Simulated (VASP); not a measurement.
Set up this calculation in VASP 6.6.1, as the native input.

- Task: relaxation of cell and atoms
- Functional: r2SCAN
- Dispersion: rVV10
- Potentials or basis: VASP PAW PBE potentials, release 64 (B, N)
- Cutoff: 600 eV
- k mesh: 12 × 12 × 6
- Occupations: gaussian, width 0.01 eV
- Spin: no spin polarisation
- Dipole correction: no
- Further INCAR settings: ALGO = Normal; EDIFF = 1e-06; IBRION = 2; EDIFFG = -0.01; NSW = 80; ISIF = 3

The system is BN.

```
B N
1.0
     2.53600    0.00000    0.00000
    -1.26800    2.19624    0.00000
     0.00000    0.00000    4.19900
B N
2 2
Direct
  0.66667 0.33333 0.00000
  0.33333 0.66667 0.50000
  0.66667 0.33333 0.37500
  0.33333 0.66667 0.87500
```

The input as run:

POSCAR

```
BN
1.0
    2.5360000000      0.0000000000      0.0000000000
   -1.2680000000      2.1962400000      0.0000000000
    0.0000000000      0.0000000000      4.1990000000
B N
2 2
Direct
    0.6666666667      0.3333333333      0.0000000000
    0.3333333333      0.6666666667      0.5000000000
    0.6666666667      0.3333333333      0.3750000000
    0.3333333333      0.6666666667      0.8750000000
```

INCAR.step1

```
PREC     = Accurate       # precision mode
ENCUT    = 600            # plane-wave cutoff, eV
ISMEAR   = 0              # smearing method
SIGMA    = 0.01           # smearing width, eV
LREAL    = F              # projectors in reciprocal space
LASPH    = T              # aspherical terms in the spheres
NELM     = 60             # most SCF steps
GGA      = PE             # functional
ALGO     = Normal         # electronic algorithm
EDIFF    = 1E-4           # SCF threshold, eV
LWAVE    = T              # write WAVECAR
LCHARG   = F              # write CHGCAR
```

INCAR.step2

```
PREC     = Accurate       # precision mode
ENCUT    = 600            # plane-wave cutoff, eV
EDIFF    = 1E-6           # SCF threshold, eV
ISMEAR   = 0              # smearing method
SIGMA    = 0.01           # smearing width, eV
LREAL    = F              # projectors in reciprocal space
LASPH    = T              # aspherical terms in the spheres
NELM     = 60             # most SCF steps
ALGO     = Normal         # electronic algorithm
ISIF     = 3              # what is computed and relaxed
LWAVE    = F              # write WAVECAR
LCHARG   = F              # write CHGCAR
METAGGA  = R2SCAN         # meta-GGA
LMIXTAU  = T            
LUSE_VDW = T            
IVDW_NL  = 2            
BPARAM   = 11.95        
CPARAM   = 0.0093       
IBRION   = 2              # ionic algorithm
NSW      = 80             # ionic steps
EDIFFG   = -0.01          # ionic threshold
ISTART   = 1
```

KPOINTS

```
regular mesh
0
Gamma
  12 12 6
```

Potentials or basis: VASP PAW PBE potentials, release 64 (B, N).

The run is started by

```sh
$ cat potpaw_PBE.64/B/POTCAR potpaw_PBE.64/N/POTCAR > POTCAR
$ cp INCAR.step1 INCAR
$ mpirun -np 1 vasp_std > vasp.out
$ cp INCAR.step2 INCAR
$ mpirun -np 1 vasp_std > vasp.out
```

Results of the run:

| Property | Result |
| --- | --- |
| Relaxed volume | 5.90 Å³/atom |
| Relaxed cell | a = 2.545 Å, b = 2.545 Å, c = 4.209 Å, α = 90.00°, β = 90.00°, γ = 120.00° |
| Space group after relaxing (to 0.05 Å) | P6_3mc (No. 186) |
| Energy gained by relaxing | 0.6 meV/atom |
| Ionic steps | 6 |
| Pressure after relaxing | -0.1 GPa |
| Band gap on the k mesh | 5.66 eV, indirect (least direct gap 8.96 eV) |

Caveat: the PAW data sets were made with another functional, which shifts forces and pressure a little.

Run time: 11 min on 1 thread of Intel(R) Xeon(R) Platinum 8375C CPU @ 2.90GHz (Ice Lake) (shared host), peak memory 0.22 GiB.
